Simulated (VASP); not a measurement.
Write the native input for VASP 6.6.1 that does the following.

```
Task                   : single point
Functional             : LDA
Potentials or basis    : VASP PAW LDA potentials, release 64 (Mg)
Cutoff                 : 520 eV
k mesh                 : 15 × 15 × 4
Occupations            : gaussian, width 0.1 eV
Spin                   : no spin polarisation
Dipole correction      : no
Further INCAR settings : ALGO = Normal; EDIFF = 1e-06; NBANDS = 12
```

The structure of Mg lies in POSCAR:

```
Mg
1.0
    3.1460076403      0.0000000000      0.0000000000
   -1.5730038201      2.7245225370      0.0000000000
    0.0000000000      0.0000000000     10.1089747163
Mg
4
Direct
    0.0000000000      0.0000000000      0.0000000000
    0.3333333333      0.6666666667      0.2500000000
    0.0000000000      0.0000000000      0.5000000000
    0.6666666667      0.3333333333      0.7500000000
```

One way to write it, as run:

INCAR

```
  PREC = Accurate
  ENCUT = 520
  EDIFF = 1E-6
  ISMEAR = 0
  SIGMA = 0.1
  LREAL = F
  LASPH = T
  NELM = 100
  ALGO = Normal
  ISIF = 2
  LWAVE = F
  LCHARG = F
  NBANDS = 12
```

KPOINTS

```
regular mesh
0
Gamma
  15 15 4
```

Potentials or basis: VASP PAW LDA potentials, release 64 (Mg).

Run with:

```bash
$ cat potpaw_LDA.64/Mg/POTCAR > POTCAR
$ mpirun -np 1 vasp_std > vasp.out
```

It gave:

| Item | Value |
| --- | --- |
| Pressure | -0.3 GPa |
| Band gap on the k mesh | zero (band 4 reaches 3.75 eV, above the bottom of band 5 at 1.60 eV) |

Run time: 24 s on 1 thread of AMD EPYC 9R45 96-Core Processor (Zen 5), with other jobs on the host, peak memory 0.18 GiB.
